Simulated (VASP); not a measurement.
# Bi in VASP: a series of runs

Aim: see how the results for Bi move with the level of theory and the settings. Levels: PBE, LDA. Tasks: single point.

Everything below comes from runs of VASP 6.6.1. Logs are shortened: lines on timing, memory, paths and dates and some standing lists are left out, and cuts for length are marked.

### 1 The cell of the first run

Symmetry: R-3m, No. 166, trigonal system. Conventional cell: a = 4.535 Å, b = 4.535 Å, c = 11.814 Å, α = 90.00°, β = 90.00°, γ = 120.00°. Within 4.0 Å of Bi (site symmetry 3m) lie 6 Bi at 3.06 to 3.52 Å.

### 2 Single point, PBE

Input file INCAR:

```
SYSTEM = Bi
PREC = Accurate
ENCUT = 520
EDIFF = 1E-6
ISMEAR = 0
SIGMA = 0.05
LREAL = .FALSE.
LASPH = .TRUE.
NELM = 60
ALGO = Normal
ISIF = 2
LWAVE = .FALSE.
LCHARG = .FALSE.
GGA = PE
NBANDS = 22
```

Input file KPOINTS:

```
regular mesh
0
G
  9 9 9
  0 0 0
```

Input file POSCAR:

```
Bi
1.0
    2.2675000000      1.3091417354      3.9380000000
   -2.2675000000      1.3091417354      3.9380000000
    0.0000000000     -2.6182834708      3.9380000000
Bi
2
Direct
    0.2340000000      0.2340000000      0.2340000000
    0.7660000000      0.7660000000      0.7660000000
```

Potentials or basis: VASP PAW PBE potentials, release 64 (Bi_d).

Launch:

```
> cat potpaw_PBE.64/Bi_d/POTCAR > POTCAR
> mpirun -np 1 vasp_std > vasp.out
```

OUTCAR:

```text
SYSTEM = Bi
   PREC = Accurate
   ENCUT = 520
   EDIFF = 1E-6
   ISMEAR = 0
   LREAL = .FALSE.
   LASPH = .TRUE.
   NELM = 60
   ISIF = 2
   GGA = PE

 ion  position               nearest neighbor table
   1  0.234  0.234  0.234-   2 3.06   2 3.06   2 3.06   2 3.52   2 3.52   2 3.52
   2  0.766  0.766  0.766-   1 3.06   1 3.06   1 3.06   1 3.52   1 3.52   1 3.52

  LATTYP: Found a trigonal (rhomboedric) cell.
 ALAT       =     4.7289800521
 COS(alpha) =     0.5401781303

  Lattice vectors:

 A1 = (   2.2675000000,   1.3091417354,   3.9380000000)
 A2 = (  -2.2675000000,   1.3091417354,   3.9380000000)
 A3 = (   0.0000000000,  -2.6182834708,   3.9380000000)

Analysis of symmetry for initial positions (statically):
=====================================================================
 Subroutine PRICEL returns:
 Original cell was already a primitive cell.

 Routine SETGRP: Setting up the symmetry group for a
 trigonal (rhombohedral) supercell.

 Subroutine GETGRP returns: Found 12 space group operations
 (whereof 12 operations were pure point group operations)
 out of a pool of 12 trial point group operations.

The static configuration has the point symmetry D_3d.

Analysis of symmetry for dynamics (positions and initial velocities):
=====================================================================
 Subroutine PRICEL returns:
 Original cell was already a primitive cell.

 Routine SETGRP: Setting up the symmetry group for a
 trigonal (rhombohedral) supercell.

 Subroutine GETGRP returns: Found 12 space group operations
 (whereof 12 operations were pure point group operations)
 out of a pool of 12 trial point group operations.

The dynamic configuration has the point symmetry D_3d.

 Subroutine INISYM returns: Found 12 space group operations
 (whereof 12 operations are pure point group operations),
 and found     1 'primitive' translations

----------------------------------------------------------------------------------------

                                     Primitive cell

  volume of cell :      70.1392

  direct lattice vectors                    reciprocal lattice vectors
     2.267500000  1.309141735  3.938000000     0.220507166  0.127309872  0.084645336
    -2.267500000  1.309141735  3.938000000    -0.220507166  0.127309872  0.084645336
     0.000000000 -2.618283471  3.938000000     0.000000000 -0.254619744  0.084645336

  length of vectors
     4.728980052  4.728980052  4.728980052     0.268320791  0.268320791  0.268320791
[... 78 lines left out ...]
   LASPH  =      T    aspherical Exc in radial PAW
   ENCUT  =  520.0 eV  38.22 Ry    6.18 a.u.   8.79  8.79  8.79*2*pi/ulx,y,z
   NELM   =     60;   NELMIN=  2; NELMDL= -5     # of ELM steps
   EDIFF  = 0.1E-05   stopping-criterion for ELM
   LREAL  =      F    real-space projection
   EDIFFG = 0.1E-04   stopping-criterion for IOM
   NSW    =      0    number of steps for IOM
   IBRION =     -1    ionic relax: 0-MD 1-quasi-New 2-CG
   NFREE  =      0    steps in history (QN), initial steepest desc. (CG)
   ISIF   =      2    stress and relaxation
   ISYM   =      2    0-nonsym 1-usesym 2-fastsym
   POTIM  = 0.5000    time-step for ionic-motion
   TEBEG  =    0.0;   TEEND  =   0.0 temperature during run
   PSTRESS=    0.0 pullay stress
   NELECT =      30.0000    total number of electrons
   NUPDOWN=      -1.0000    fix difference up-down
   EMIN   =  10.00;   EMAX   =-10.00  energy-range for DOS
   EFERMI =   0.00;   METHOD = LEGACY
   ISMEAR =     0;   SIGMA  =   0.05  broadening in eV -4-tet -1-fermi 0-gaus
   EFERMI_NEDOS =   21; number of points for ismear=-14 and -15
   IALGO  =     38    algorithm
   IMIX   =      4    mixing-type and parameters
     AMIX     =   0.40;   BMIX     =  1.00
     AMIX_MAG =   1.60;   BMIX_MAG =  1.00
  volume/ion in A,a.u.               =      35.07       236.66
  Fermi-wavevector in a.u.,A,eV,Ry     =   1.233469  2.330919 20.700530  1.521446
  Thomas-Fermi vector in A             =   2.368198
   LORBIT       =      0    0 simple, 1 ext, 2 COOP (PROOUT), +10 PAW based schemes
   GGA     = PE    functional components
   LHFCALC =     F    Hartree Fock is set to
   AEXX    =    0.0000 exact exchange contribution
   IVDW    =     0    specifies the selected vdW correction
   LEPSILON=     F    determine dielectric tensor
   LRPA    =     F    only Hartree local field effects (RPA)
 non-spin polarized calculation
 Gauss-broadening in eV      SIGMA  =   0.05
  energy-cutoff  :      520.00
  volume of cell :       70.14
 maximum number of plane-waves:      1934
   NGX = 17   NGY = 17   NGZ = 17

 number of electron      30.0000004 magnetization

 Free energy of the ion-electron system (eV)
  ---------------------------------------------------
  ext. energy  EPLUGINS =         0.00000000
  ---------------------------------------------------
  free energy    TOTEN  =        -7.75898377 eV

  energy without entropy =       -7.75855510  energy(sigma->0) =       -7.75876944

 E-fermi :   6.3185     XC(G=0):  -9.5453

 val. band max:        6.3041932033   @ k =   0.2222   0.2222   0.1111
 cond. band min:       6.3328129013   @ k =   0.4444   0.0000   0.0000
 fundamental gap:      0.0286196981
 Fermi energy:         6.3185206505

 k-point     1 :       0.0000    0.0000    0.0000
  band No.  band energies     occupation
      1     -16.5608      2.00000
      2     -16.5608      2.00000
      3     -16.4084      2.00000
      4     -16.4084      2.00000
      5     -16.3916      2.00000
      6     -16.2214      2.00000
[... 589 lines left out ...]
     21      16.0184      0.00000
     22      16.6108      0.00000

 [... further k-points ...]

------------------------ aborting loop because EDIFF is reached ----------------------------------------

  FORCE on cell =-STRESS in cart. coord.  units (eV):
  Direction    XX          YY          ZZ          XY          YZ          ZX
  --------------------------------------------------------------------------------------
  -------------------------------------------------------------------------------------
  Total        0.9321200      0.9321200      0.9282088      0.0000000      0.0000000      0.0000000
  in kB       21.2922457     21.2922457     21.2029029      0.0000000      0.0000000      0.0000000
  external PRESSURE =      21.2624648 kB  Pullay stress =       0.0000000 kB

 VOLUME and BASIS-vectors are now :
 -----------------------------------------------------------------------------
  energy-cutoff  :      520.00
  volume of cell :       70.14
      direct lattice vectors                 reciprocal lattice vectors
     2.267500000  1.309141735  3.938000000     0.220507166  0.127309872  0.084645336
    -2.267500000  1.309141735  3.938000000    -0.220507166  0.127309872  0.084645336
     0.000000000 -2.618283471  3.938000000     0.000000000 -0.254619744  0.084645336

 POSITION                                       TOTAL-FORCE (eV/Angst)
 -----------------------------------------------------------------------------------
      0.00000      0.00000      2.76448         0.000000     -0.000000      0.220445
      0.00000      0.00000      9.04952         0.000000      0.000000     -0.220445
 -----------------------------------------------------------------------------------
    total drift:                               -0.000000      0.000000     -0.000000

  FREE ENERGIE OF THE ION-ELECTRON SYSTEM (eV)
  ---------------------------------------------------
  free  energy   TOTEN  =        -7.7589837704 eV

  energy  without entropy=       -7.7585550999  energy(sigma->0) =       -7.75876944
```

OSZICAR:

```text
N       E                     dE             d eps       ncg     rms          rms(c)
DAV:   1     0.306636093580E+03    0.30664E+03   -0.16256E+04  3740   0.164E+03
DAV:   2     0.183486343882E+02   -0.28829E+03   -0.28095E+03  3794   0.435E+02
DAV:   3    -0.685956551088E+01   -0.25208E+02   -0.24905E+02  4526   0.142E+02
DAV:   4    -0.772463156057E+01   -0.86507E+00   -0.86474E+00  4662   0.291E+01
DAV:   5    -0.776163215812E+01   -0.37001E-01   -0.37000E-01  5362   0.538E+00    0.106E+00
DAV:   6    -0.775891371898E+01    0.27184E-02   -0.15814E-02  4898   0.135E+00    0.637E-01
DAV:   7    -0.775875346416E+01    0.16025E-03   -0.11204E-02  4668   0.119E+00    0.109E-01
DAV:   8    -0.775896253962E+01   -0.20908E-03   -0.14079E-03  4430   0.409E-01    0.230E-02
DAV:   9    -0.775898467829E+01   -0.22139E-04   -0.58049E-05  5374   0.579E-02    0.942E-03
DAV:  10    -0.775898329738E+01    0.13809E-05   -0.70267E-06  4028   0.260E-02    0.173E-03
DAV:  11    -0.775898377044E+01   -0.47307E-06   -0.57737E-07  3210   0.664E-03
   1 F= -.77589838E+01 E0= -.77587694E+01  d E =-.428671E-03
```

stdout:

```text
POSCAR found type information on POSCAR Bi
 POSCAR found :  1 types and       2 ions
 scaLAPACK will be used
 LDA part: xc-table for (Slater+PW92), standard interpolation
 POSCAR, INCAR and KPOINTS ok, starting setup
 FFT: planning ... GRIDC
 FFT: planning ... GRID_SOFT
 FFT: planning ... GRID
 WAVECAR not read
 entering main loop
```

Run time: 49 s. Hardware: 1 thread of Intel Xeon 6975P-C (Granite Rapids), shared host; peak memory 0.25 GiB.

Results:

```
Free energy   : -7.7590 eV
Pressure      : 2.1 GPa
Largest force : 0.220 eV/Å
```

Forces in eV/Å, atoms in the order of the input:
```
Bi   0.000  0.000  0.220
Bi   0.000  0.000 -0.220
```

Caveat: spin-orbit coupling is left out, which moves the levels of the heavy elements.

### 3 Single point, LDA

Input file INCAR:

```
ALGO     = Normal         # electronic algorithm
EDIFF    = 1E-6           # SCF threshold, eV
ENCUT    = 520            # plane-wave cutoff, eV
GGA      = CA             # functional
ISIF     = 2              # what is computed and relaxed
ISMEAR   = 0              # smearing method
LASPH    = T              # aspherical terms in the spheres
LCHARG   = F              # write CHGCAR
LREAL    = F              # projectors in reciprocal space
LWAVE    = F              # write WAVECAR
NBANDS   = 22             # bands
NELM     = 80             # most SCF steps
PREC     = Accurate       # precision mode
SIGMA    = 0.05           # smearing width, eV
```

Input file KPOINTS:

```
k-points
0
Gamma
  9 9 9
```

POSCAR is that of step 2.

Potentials or basis: VASP PAW LDA potentials, release 64 (Bi_d).

Launch:

```
> cat potpaw_LDA.64/Bi_d/POTCAR > POTCAR
> mpirun -np 1 vasp_std > vasp.out
```

OUTCAR:

```text
EDIFF = 1E-6
   ENCUT = 520
   GGA = CA
   ISIF = 2
   ISMEAR = 0
   LASPH = T
   LREAL = F
   NELM = 80
   PREC = Accurate

 ion  position               nearest neighbor table
   1  0.234  0.234  0.234-   2 3.06   2 3.06   2 3.06   2 3.52   2 3.52   2 3.52
   2  0.766  0.766  0.766-   1 3.06   1 3.06   1 3.06   1 3.52   1 3.52   1 3.52

  LATTYP: Found a trigonal (rhomboedric) cell.
 ALAT       =     4.7289800521
 COS(alpha) =     0.5401781303

  Lattice vectors:

 A1 = (   2.2675000000,   1.3091417354,   3.9380000000)
 A2 = (  -2.2675000000,   1.3091417354,   3.9380000000)
 A3 = (   0.0000000000,  -2.6182834708,   3.9380000000)

Analysis of symmetry for initial positions (statically):
=====================================================================
 Subroutine PRICEL returns:
 Original cell was already a primitive cell.

 Routine SETGRP: Setting up the symmetry group for a
 trigonal (rhombohedral) supercell.

 Subroutine GETGRP returns: Found 12 space group operations
 (whereof 12 operations were pure point group operations)
 out of a pool of 12 trial point group operations.

The static configuration has the point symmetry D_3d.

Analysis of symmetry for dynamics (positions and initial velocities):
=====================================================================
 Subroutine PRICEL returns:
 Original cell was already a primitive cell.

 Routine SETGRP: Setting up the symmetry group for a
 trigonal (rhombohedral) supercell.

 Subroutine GETGRP returns: Found 12 space group operations
 (whereof 12 operations were pure point group operations)
 out of a pool of 12 trial point group operations.

The dynamic configuration has the point symmetry D_3d.

 Subroutine INISYM returns: Found 12 space group operations
[... 107 lines left out ...]
   PSTRESS=    0.0 pullay stress
   NELECT =      30.0000    total number of electrons
   NUPDOWN=      -1.0000    fix difference up-down
   EMIN   =  10.00;   EMAX   =-10.00  energy-range for DOS
   EFERMI =   0.00;   METHOD = LEGACY
   ISMEAR =     0;   SIGMA  =   0.05  broadening in eV -4-tet -1-fermi 0-gaus
   EFERMI_NEDOS =   21; number of points for ismear=-14 and -15
   IALGO  =     38    algorithm
   IMIX   =      4    mixing-type and parameters
     AMIX     =   0.40;   BMIX     =  1.00
     AMIX_MAG =   1.60;   BMIX_MAG =  1.00
  volume/ion in A,a.u.               =      35.07       236.66
  Fermi-wavevector in a.u.,A,eV,Ry     =   1.233469  2.330919 20.700530  1.521446
  Thomas-Fermi vector in A             =   2.368198
   LORBIT       =      0    0 simple, 1 ext, 2 COOP (PROOUT), +10 PAW based schemes
   GGA     = CA    functional components
   LHFCALC =     F    Hartree Fock is set to
   AEXX    =    0.0000 exact exchange contribution
   IVDW    =     0    specifies the selected vdW correction
   LEPSILON=     F    determine dielectric tensor
   LRPA    =     F    only Hartree local field effects (RPA)
 non-spin polarized calculation
 Gauss-broadening in eV      SIGMA  =   0.05
  energy-cutoff  :      520.00
  volume of cell :       70.14
 maximum number of plane-waves:      1934
   NGX = 17   NGY = 17   NGZ = 17

 number of electron      30.0000003 magnetization

 Free energy of the ion-electron system (eV)
  ---------------------------------------------------
  ext. energy  EPLUGINS =         0.00000000
  ---------------------------------------------------
  free energy    TOTEN  =        -9.11733508 eV

  energy without entropy =       -9.11689105  energy(sigma->0) =       -9.11711306

 E-fermi :   6.0545     XC(G=0):  -9.8134

 val. band max:        6.0434730444   @ k =   0.2222   0.2222   0.1111
 cond. band min:       6.0653777027   @ k =   0.4444   0.0000   0.0000
 fundamental gap:      0.0219046583
 Fermi energy:         6.0544555846

 k-point     1 :       0.0000    0.0000    0.0000
  band No.  band energies     occupation
      1     -16.7621      2.00000
      2     -16.7621      2.00000
      3     -16.6056      2.00000
      4     -16.6056      2.00000
      5     -16.5888      2.00000
      6     -16.4168      2.00000
[... 589 lines left out ...]
     21      15.8018      0.00000
     22      16.3562      0.00000

 [... further k-points ...]

------------------------ aborting loop because EDIFF is reached ----------------------------------------

  FORCE on cell =-STRESS in cart. coord.  units (eV):
  Direction    XX          YY          ZZ          XY          YZ          ZX
  --------------------------------------------------------------------------------------
  -------------------------------------------------------------------------------------
  Total       -0.6242035     -0.6242035     -0.6123409      0.0000000     -0.0000000      0.0000000
  in kB      -14.2585657    -14.2585657    -13.9875912      0.0000000     -0.0000000      0.0000000
  external PRESSURE =     -14.1682408 kB  Pullay stress =       0.0000000 kB

 VOLUME and BASIS-vectors are now :
 -----------------------------------------------------------------------------
  energy-cutoff  :      520.00
  volume of cell :       70.14
      direct lattice vectors                 reciprocal lattice vectors
     2.267500000  1.309141735  3.938000000     0.220507166  0.127309872  0.084645336
    -2.267500000  1.309141735  3.938000000    -0.220507166  0.127309872  0.084645336
     0.000000000 -2.618283471  3.938000000     0.000000000 -0.254619744  0.084645336

 POSITION                                       TOTAL-FORCE (eV/Angst)
 -----------------------------------------------------------------------------------
      0.00000      0.00000      2.76448         0.000000     -0.000000      0.083272
      0.00000      0.00000      9.04952         0.000000      0.000000     -0.083272
 -----------------------------------------------------------------------------------
    total drift:                               -0.000000      0.000000     -0.000000

  FREE ENERGIE OF THE ION-ELECTRON SYSTEM (eV)
  ---------------------------------------------------
  free  energy   TOTEN  =        -9.1173350760 eV

  energy  without entropy=       -9.1168910537  energy(sigma->0) =       -9.11711306
```

stdout:

```text
POSCAR found type information on POSCAR Bi
 POSCAR found :  1 types and       2 ions
 scaLAPACK will be used
 LDA part: xc-table for (Slater(with rela. corr.)+CA(PZ))
 , standard interpolation
 POSCAR, INCAR and KPOINTS ok, starting setup
 FFT: planning ... GRIDC
 FFT: planning ... GRID_SOFT
 FFT: planning ... GRID
 WAVECAR not read
 entering main loop
```

Wall time 44 s (1 thread of Intel Xeon 6975P-C (Granite Rapids), shared host); peak memory 0.23 GiB.

Results:

```
Free energy   : -9.1173 eV
Pressure      : -1.4 GPa
Largest force : 0.083 eV/Å
```

Forces in eV/Å, atoms in the order of the input:
```
Bi   0.000  0.000  0.083
Bi   0.000  0.000 -0.083
```

Caveat: spin-orbit coupling is left out, which moves the levels of the heavy elements.

### 4 Single point, PBE

Input file INCAR:

```
SYSTEM = Bi
PREC     = Accurate       ! precision mode
ENCUT    = 520            ! plane-wave cutoff, eV
EDIFF    = 1E-6           ! SCF threshold, eV
ISMEAR   = 0              ! smearing method
SIGMA    = 0.05           ! smearing width, eV
LREAL    = .FALSE.        ! projectors in reciprocal space
LASPH    = .TRUE.         ! aspherical terms in the spheres
NELM     = 60             ! most SCF steps
ALGO     = Fast           ! electronic algorithm
ISIF     = 2              ! what is computed and relaxed
LWAVE    = .FALSE.        ! write WAVECAR
LCHARG   = .TRUE.         ! write CHGCAR
GGA      = PE             ! functional
LELF     = .TRUE.         ! ELF
LVHAR    = .TRUE.       
NBANDS   = 22             ! bands
```

Input file KPOINTS:

```
Automatic mesh
0
G
  9 9 9
  0 0 0
```

POSCAR, as its differences from that of step 3:

```diff
@@ -9,2 +9,2 @@
     0.2340000000      0.2340000000      0.2340000000
-    0.7660000000      0.7660000000      0.7660000000
+    0.7719947585      0.7526586839      0.7698420215
```

Potentials or basis: VASP PAW PBE potentials, release 64 (Bi_d).

Launch:

```
> cat potpaw_PBE.64/Bi_d/POTCAR > POTCAR
> mpirun -np 1 vasp_std > vasp.out
```

Run time: 4.3 min. Hardware: 1 thread of Intel Xeon 6975P-C (Granite Rapids), shared host; peak memory 0.52 GiB.

It converged, with:

```yaml
Free_energy: -7.7588 eV
Pressure: 2.0 GPa
Largest_force: 0.213 eV/Å
Band_gap_on_the_k_mesh: zero (bands 15 and 16 overlap by 0.06 eV)
```

Forces on the atoms (eV/Å):
```
Bi   0.110 -0.053  0.174
Bi  -0.110  0.053 -0.174
```

Stress tensor (GPa, compression positive):
```
 2.21 -0.30  0.61
-0.30  1.92 -0.28
 0.61 -0.28  1.98
```

Levels at points of the mesh, in eV from the Fermi level:
```csv
k point,band 11,band 12,band 13,band 14,band 15,band 16,band 17,band 18,band 19,band 20
"(0.00, 0.00, 0.00)",-13.07,-7.41,-1.46,-1.22,-1.13,2.58,2.93,3.11,5.66,5.78
```

Caveat: spin-orbit coupling is left out, which moves the levels of the heavy elements.

### 5 Overview

| level | potentials or basis | cell | pressure (GPa) | largest force (eV/Å) |
| --- | --- | --- | --- | --- |
| PBE | VASP PAW PBE potentials, release 64 (Bi_d) | as given, atomic positions A | 2.1 | 0.22 |
| LDA | VASP PAW LDA potentials, release 64 (Bi_d) | as given, atomic positions A | -1.4 | 0.08 |
| PBE | VASP PAW PBE potentials, release 64 (Bi_d) | as given, atomic positions B | 2.0 | 0.21 |

Alike in all rows: task single point; no spin polarisation; k mesh 9 × 9 × 9; cutoff (eV) 520; smearing gaussian 0.05 eV.

Caveats: spin-orbit coupling is left out, which moves the levels of the heavy elements.

Absolute energies hang on the potentials; compare differences alone.

The gap in the log of VASP goes by the Fermi energy; the results here count the filled bands.